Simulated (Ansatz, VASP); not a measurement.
# One calculation of TaC, two programs

The input INCAR:

```
SYSTEM = TaC
ALGO     = Normal         ! electronic algorithm
EDIFF    = 1E-6           ! SCF threshold, eV
ENCUT    = 600            ! plane-wave cutoff, eV
GGA      = PE             ! functional
GGA_COMPAT= .FALSE.      
ISIF     = 2              ! what is computed and relaxed
ISMEAR   = -1             ! smearing method
LASPH    = .TRUE.         ! aspherical terms in the spheres
LCHARG   = .TRUE.         ! write CHGCAR
LELF     = .TRUE.         ! ELF
LREAL    = .FALSE.        ! projectors in reciprocal space
LVHAR    = .TRUE.       
LWAVE    = .FALSE.        ! write WAVECAR
NBANDS   = 14             ! bands
NELM     = 120            ! most SCF steps
PREC     = Accurate       ! precision mode
SIGMA    = 0.05           ! smearing width, eV
```

KPOINTS

```
k-points
0
G
  14 14 14
  0 0 0
```

File POSCAR:

```
TaC
1.0
    0.0000000000      2.2230000000      2.2230000000
    2.2230000000      0.0000000000      2.2230000000
    2.2230000000      2.2230000000      0.0000000000
Ta C
1 1
Direct
    0.0000000000      0.0000000000      0.0000000000
    0.5000000000      0.5000000000      0.5000000000
```

Input for Ansatz:

```yaml
crystal:
  lattice:
    - [0.0, 2.223, 2.223]
    - [2.223, 0.0, 2.223]
    - [2.223, 2.223, 0.0]
  atoms:
    - { symbol: Ta, position: [0.0, 0.0, 0.0] }
    - { symbol: C, position: [0.5, 0.5, 0.5] }
kpoints:
  mp_grid: { grid: [14, 14, 14] }
  band_path:
    path:
      - [0.0, 0.0, 0.0]
      - [0.5, 0.0, 0.5]
      - [0.625, 0.25, 0.625]
      - [0.375, 0.375, 0.75]
      - [0.0, 0.0, 0.0]
      - [0.5, 0.5, 0.5]
      - [0.5, 0.25, 0.75]
      - [0.5, 0.0, 0.5]
    npoints: 14
scf:
  occupations: { method: fermi_dirac, width: 0.05 }
hamiltonian:
  xc: pbe
  pseudopotentials: { kind: all_electron, lapw: { basis_error: 0.001 } }
output:
  forces: true
  stress: true
  eigenvalues: true
  populations: true
```

Alike in both runs: task single point; functional PBE; k mesh 14 × 14 × 14; occupations fermi-dirac, width 0.05 eV; no spin polarisation.

|  | VASP | Ansatz |
| --- | --- | --- |
| version | VASP 6.6.1 | Ansatz 0.2.0 |
| potentials or method | VASP PAW PBE potentials, release 64 (Ta_pv, C), cutoff 600 eV | all-electron LAPW, scalar-relativistic |

```csv
,VASP,Ansatz,Ansatz less VASP
pressure (GPa),7.4,6.7,-0.71
```

Ansatz ran all-electron here, and VASP with PAW potentials.

Neither program's run includes spin-orbit coupling.
